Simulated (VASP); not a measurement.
# Zr (P6_3/mmc) in VASP: single point with PBE

Aim: the single point of Zr with PBE.

Program: VASP 6.6.1. These are calculated values, not measurements. Logs are shortened: lines on timing, memory, paths and dates and some standing lists are left out, and cuts for length are marked.

## Step 1: The cell of the first run

It takes space group P6_3/mmc (No. 194, hexagonal). The conventional cell has a = 3.232 Å, b = 3.232 Å, c = 5.147 Å, α = 90.00°, β = 90.00°, γ = 120.00°. Zr (site symmetry -6m2) has 12 Zr at 3.18 to 3.23 Å within 4.2 Å.

## Step 2: Single point, PBE

Input file POSCAR:

```
Zr
1.0
    3.2319982225      0.0000000000      0.0000000000
   -1.6159991112      2.7989925656      0.0000000000
    0.0000000000      0.0000000000      5.1470000000
Zr
2
Direct
    0.3333333333      0.6666666667      0.2500000000
    0.6666666667      0.3333333333      0.7500000000
```

Input file INCAR.step1:

```
SYSTEM = Zr
ALGO     = Normal         ! electronic algorithm
EDIFF    = 1E-7           ! SCF threshold, eV
ENCUT    = 520            ! plane-wave cutoff, eV
GGA      = PE             ! functional
ISIF     = 2              ! what is computed and relaxed
ISMEAR   = -1             ! smearing method
LASPH    = .True.         ! aspherical terms in the spheres
LCHARG   = .True.         ! write CHGCAR
LMAXMIX  = 4              ! l up to which the mixer works
LREAL    = .False.        ! projectors in reciprocal space
LWAVE    = .False.        ! write WAVECAR
NBANDS   = 19             ! bands
NELM     = 60             ! most SCF steps
PREC     = Accurate       ! precision mode
SIGMA    = 0.08           ! smearing width, eV
```

Input file KPOINTS.step1:

```
k-points
0
Gamma
  13 13 7
  0 0 0
```

Input file INCAR.step2:

```
SYSTEM = Zr
ALGO     = Normal         ! electronic algorithm
EDIFF    = 1E-7           ! SCF threshold, eV
ENCUT    = 520            ! plane-wave cutoff, eV
GGA      = PE             ! functional
ICHARG   = 11             ! starting density
ISIF     = 2              ! what is computed and relaxed
ISMEAR   = -5             ! smearing method
LASPH    = .True.         ! aspherical terms in the spheres
LCHARG   = .False.        ! write CHGCAR
LMAXMIX  = 4              ! l up to which the mixer works
LORBIT   = 10             ! projections on sites
LREAL    = .False.        ! projectors in reciprocal space
LWAVE    = .False.        ! write WAVECAR
NEDOS    = 1001           ! points of the DOS
NELM     = 60             ! most SCF steps
PREC     = Accurate       ! precision mode
SIGMA    = 0.08           ! smearing width, eV
```

Input file KPOINTS.step2:

```
k-points
0
Gamma
  20 20 11
  0 0 0
```

Potentials or basis: VASP PAW PBE potentials, release 64 (Zr_sv).

Started as:

```sh
$ cat potpaw_PBE.64/Zr_sv/POTCAR > POTCAR
$ cp INCAR.step1 INCAR
$ cp KPOINTS.step1 KPOINTS
$ mpirun -np 1 vasp_std > vasp.out
$ cp INCAR.step2 INCAR
$ cp KPOINTS.step2 KPOINTS
$ mpirun -np 1 vasp_std > vasp.out
```

OUTCAR:

```text
SYSTEM = Zr
   EDIFF = 1E-7
   ENCUT = 520
   GGA = PE
   ICHARG = 11
   ISIF = 2
   ISMEAR = -5
   LASPH = .True.
   LORBIT = 10
   LREAL = .False.
   NELM = 60
   PREC = Accurate

 ion  position               nearest neighbor table
   1  0.333  0.667  0.250-   2 3.18   2 3.18   2 3.18   2 3.18   2 3.18   2 3.18
   2  0.667  0.333  0.750-   1 3.18   1 3.18   1 3.18   1 3.18   1 3.18   1 3.18

  LATTYP: Found a hexagonal cell.
 ALAT       =     3.2319982225
 C/A-ratio  =     1.5925132521

  Lattice vectors:

 A1 = (   3.2319982225,   0.0000000000,   0.0000000000)
 A2 = (  -1.6159991112,   2.7989925656,   0.0000000000)
 A3 = (   0.0000000000,   0.0000000000,   5.1470000000)

Analysis of symmetry for initial positions (statically):
=====================================================================
 Subroutine PRICEL returns:
 Original cell was already a primitive cell.

 Routine SETGRP: Setting up the symmetry group for a
 hexagonal supercell.

 Subroutine GETGRP returns: Found 24 space group operations
 (whereof 12 operations were pure point group operations)
 out of a pool of 24 trial point group operations.

The static configuration has the point symmetry D_3d.
 The point group associated with its full space group is D_6h.

Analysis of symmetry for dynamics (positions and initial velocities):
=====================================================================
 Subroutine PRICEL returns:
 Original cell was already a primitive cell.

 Routine SETGRP: Setting up the symmetry group for a
 hexagonal supercell.

 Subroutine GETGRP returns: Found 24 space group operations
 (whereof 12 operations were pure point group operations)
 out of a pool of 24 trial point group operations.

The dynamic configuration has the point symmetry D_3d.
 The point group associated with its full space group is D_6h.

 Subroutine INISYM returns: Found 24 space group operations
 (whereof 12 operations are pure point group operations),
 and found     1 'primitive' translations

----------------------------------------------------------------------------------------

                                     Primitive cell

  volume of cell :      46.5615

  direct lattice vectors                    reciprocal lattice vectors
     3.231998223  0.000000000  0.000000000     0.309406111  0.178635701  0.000000000
    -1.615999111  2.798992566  0.000000000     0.000000000  0.357271403  0.000000000
     0.000000000  0.000000000  5.147000000     0.000000000  0.000000000  0.194287935

  length of vectors
     3.231998223  3.231998222  5.147000000     0.357271403  0.357271403  0.194287935

  position of ions in fractional coordinates (direct lattice)
     0.333333333  0.666666667  0.250000000
     0.666666667  0.333333333  0.750000000

  ion indices of the primitive-cell ions
   primitive index   ion index
                 1           1
                 2           2

----------------------------------------------------------------------------------------

 KPOINTS: k-points

Automatic generation of k-mesh.
 Grid dimensions read from file:
 generate k-points for:   20   20   11

 Generating k-lattice:

  Cartesian coordinates                     Fractional coordinates (reciprocal lattice)
     0.015470306  0.008931785  0.000000000     0.050000000 -0.000000000  0.000000000
     0.000000000  0.017863570  0.000000000     0.000000000  0.050000000  0.000000000
     0.000000000  0.000000000  0.017662540     0.000000000  0.000000000  0.090909091

  Length of vectors
     0.017863570  0.017863570  0.017662540

  Shift w.r.t. Gamma in fractional coordinates (k-lattice)
     0.000000000  0.000000000  0.000000000

 TETIRR: Found   4310 inequivalent tetrahedra from    26400

 Subroutine IBZKPT returns following result:
 ===========================================

 Found    264 irreducible k-points:

 Following reciprocal coordinates:
            Coordinates               Weight
  0.000000  0.000000  0.000000      1.000000
  0.050000  0.000000  0.000000      6.000000
  0.100000 -0.000000  0.000000      6.000000
  0.150000 -0.000000  0.000000      6.000000
  0.200000 -0.000000  0.000000      6.000000
  0.250000  0.000000  0.000000      6.000000
[... 16 lines left out ...]
  0.200000  0.100000  0.000000     12.000000
  0.250000  0.100000  0.000000     12.000000
 [... further k-points ...]
   k-points           NKPTS =    264   k-points in BZ     NKDIM =    264   number of bands    NBANDS=     16
   number of dos      NEDOS =   1001   number of ions     NIONS =      2
   total plane-waves  NPLWV =  23040
   dimension x,y,z NGX =    24 NGY =   24 NGZ =   40
   dimension x,y,z NGXF=    48 NGYF=   48 NGZF=   80
   ions per type =               2
   NGX,Y,Z   is equivalent  to a cutoff of  12.35, 12.35, 12.92 a.u.
   NGXF,Y,Z  is equivalent  to a cutoff of  24.69, 24.69, 25.84 a.u.
 SYSTEM =  Zr
   PREC   = accura    normal or accurate (medium, high low for compatibility)
   ISTART =      0    job   : 0-new  1-cont  2-samecut
   ICHARG =     11    charge: 1-file 2-atom 10-const
   ISPIN  =      1    spin polarized calculation?
   LNONCOLLINEAR =      F non collinear calculations
   LSORBIT =      F    spin-orbit coupling
   LASPH  =      T    aspherical Exc in radial PAW
   ENCUT  =  520.0 eV  38.22 Ry    6.18 a.u.   6.01  6.01  9.57*2*pi/ulx,y,z
   NELM   =     60;   NELMIN=  2; NELMDL=  0     # of ELM steps
   EDIFF  = 0.1E-06   stopping-criterion for ELM
   LREAL  =      F    real-space projection
   EDIFFG = 0.1E-05   stopping-criterion for IOM
   NSW    =      0    number of steps for IOM
   IBRION =     -1    ionic relax: 0-MD 1-quasi-New 2-CG
   NFREE  =      0    steps in history (QN), initial steepest desc. (CG)
   ISIF   =      2    stress and relaxation
   ISYM   =      2    0-nonsym 1-usesym 2-fastsym
   POTIM  = 0.5000    time-step for ionic-motion
   TEBEG  =    0.0;   TEEND  =   0.0 temperature during run
   PSTRESS=    0.0 pullay stress
   NELECT =      24.0000    total number of electrons
   NUPDOWN=      -1.0000    fix difference up-down
   EMIN   =  10.00;   EMAX   =-10.00  energy-range for DOS
   EFERMI =   0.00;   METHOD = LEGACY
   ISMEAR =    -5;   SIGMA  =   0.08  broadening in eV -4-tet -1-fermi 0-gaus
   EFERMI_NEDOS =   21; number of points for ismear=-14 and -15
   IALGO  =     38    algorithm
   IMIX   =      4    mixing-type and parameters
     AMIX     =   0.40;   BMIX     =  1.00
     AMIX_MAG =   1.60;   BMIX_MAG =  1.00
  volume/ion in A,a.u.               =      23.28       157.11
  Fermi-wavevector in a.u.,A,eV,Ry     =   1.312612  2.480476 23.442147  1.722949
  Thomas-Fermi vector in A             =   2.442992
   LORBIT       =     10    0 simple, 1 ext, 2 COOP (PROOUT), +10 PAW based schemes
   GGA     = PE    functional components
   LHFCALC =     F    Hartree Fock is set to
   AEXX    =    0.0000 exact exchange contribution
   IVDW    =     0    specifies the selected vdW correction
   LEPSILON=     F    determine dielectric tensor
   LRPA    =     F    only Hartree local field effects (RPA)
 non-spin polarized calculation
 Fermi weights with tetrahedron method with Bloechl corrections
  energy-cutoff  :      520.00
  volume of cell :       46.56
 maximum number of plane-waves:      1274

 number of electron      24.0000000 magnetization

 Free energy of the ion-electron system (eV)
  ---------------------------------------------------
  ext. energy  EPLUGINS =         0.00000000
  ---------------------------------------------------
  free energy    TOTEN  =       -17.04063852 eV

  energy without entropy =      -17.04063852  energy(sigma->0) =      -17.04063852

 E-fermi :   9.0252     XC(G=0): -11.0819

 val. band max:        9.0135482569   @ k =   0.3500   0.2500   0.2727
 cond. band min:       9.0059581697   @ k =   0.3500   0.3000   0.3636
 fundamental gap:     -0.0075900871
 Fermi energy:         9.0252468028

 k-point     1 :       0.0000    0.0000    0.0000
  band No.  band energies     occupation
      1     -39.8415      2.00000
      2     -39.6870      2.00000
      3     -18.3631      2.00000
      4     -17.4964      2.00000
      5     -17.4964      2.00000
      6     -17.3561      2.00000
[... 8 lines left out ...]
     15      10.5499      0.00000
     16      10.5499      0.00000

 k-point     2 :       0.0500    0.0000    0.0000
  band No.  band energies     occupation
      1     -39.8386      2.00000
      2     -39.6858      2.00000
      3     -18.3554      2.00000
      4     -17.5135      2.00000
      5     -17.5021      2.00000
      6     -17.3728      2.00000
[... 8 lines left out ...]
     15      10.4868      0.00000
     16      10.6110      0.00000

 k-point     3 :       0.1000   -0.0000    0.0000
  band No.  band energies     occupation
      1     -39.8302      2.00000
      2     -39.6823      2.00000
      3     -18.3327      2.00000
      4     -17.5631      2.00000
      5     -17.5183      2.00000
      6     -17.4239      2.00000
[... 8 lines left out ...]
     15      10.4660      0.00000
     16      10.7996      0.00000

 k-point     4 :       0.1500   -0.0000    0.0000
  band No.  band energies     occupation
      1     -39.8170      2.00000
      2     -39.6772      2.00000
      3     -18.2961      2.00000
      4     -17.6402      2.00000
      5     -17.5428      2.00000
      6     -17.5021      2.00000
[... 8 lines left out ...]
     15      10.6680      0.00000
     16      10.6736      0.00000
[... 324 lines left out ...]
 k-point    22 :       0.1500    0.1000    0.0000
  band No.  band energies     occupation
      1     -39.7929      2.00000
      2     -39.6688      2.00000
      3     -18.2273      2.00000
      4     -17.7475      2.00000
      5     -17.6830      2.00000
      6     -17.5460      2.00000
[... 8 lines left out ...]
     15      10.7113      0.00000
     16      11.0100      0.00000

 k-point    23 :       0.2000    0.1000    0.0000
  band No.  band energies     occupation
      1     -39.7740      2.00000
      2     -39.6631      2.00000
      3     -18.1704      2.00000
      4     -17.8448      2.00000
      5     -17.7617      2.00000
      6     -17.5940      2.00000
[... 8 lines left out ...]
     15      10.5250      0.00000
     16      11.3418      0.00000

 k-point    24 :       0.2500    0.1000    0.0000
  band No.  band energies     occupation
      1     -39.7540      2.00000
      2     -39.6584      2.00000
      3     -18.1072      2.00000
      4     -17.9453      2.00000
      5     -17.8360      2.00000
      6     -17.6413      2.00000
[... 8 lines left out ...]
     15      10.3130      0.00000
     16      11.7608      0.00000

 [... further k-points ...]

------------------------ aborting loop because EDIFF is reached ----------------------------------------

  FORCE on cell =-STRESS in cart. coord.  units (eV):
  Direction    XX          YY          ZZ          XY          YZ          ZX
  --------------------------------------------------------------------------------------
  -------------------------------------------------------------------------------------
  Total       -0.0206024     -0.0206024      0.3090441     -0.0000000      0.0000000      0.0000000
  in kB       -0.7089260     -0.7089260     10.6341785     -0.0000000      0.0000000      0.0000000
  external PRESSURE =       3.0721088 kB  Pullay stress =       0.0000000 kB

 VOLUME and BASIS-vectors are now :
 -----------------------------------------------------------------------------
  energy-cutoff  :      520.00
  volume of cell :       46.56
      direct lattice vectors                 reciprocal lattice vectors
     3.231998223  0.000000000  0.000000000     0.309406111  0.178635701  0.000000000
    -1.615999111  2.798992566  0.000000000     0.000000000  0.357271403  0.000000000
     0.000000000  0.000000000  5.147000000     0.000000000  0.000000000  0.194287935

 POSITION                                       TOTAL-FORCE (eV/Angst)
 -----------------------------------------------------------------------------------
     -0.00000      1.86600      1.28675        -0.000000     -0.000000      0.000000
      1.61600      0.93300      3.86025         0.000000      0.000000      0.000000
 -----------------------------------------------------------------------------------
    total drift:                               -0.000000      0.000000     -0.000000

  FREE ENERGIE OF THE ION-ELECTRON SYSTEM (eV)
  ---------------------------------------------------
  free  energy   TOTEN  =       -17.0406385226 eV

  energy  without entropy=      -17.0406385226  energy(sigma->0) =      -17.04063852

 total charge

# of ion       s       p       d       tot
------------------------------------------
    1        2.233   5.960   1.624   9.817
    2        2.233   5.960   1.624   9.817
--------------------------------------------------
tot          4.466  11.920   3.249  19.635
```

It took 3.7 min on 1 thread of Intel Xeon 8259CL, shared host; peak memory 0.28 GiB.

What came out:

```
Valence electrons inside the program's atomic spheres : Zr 9.82
```
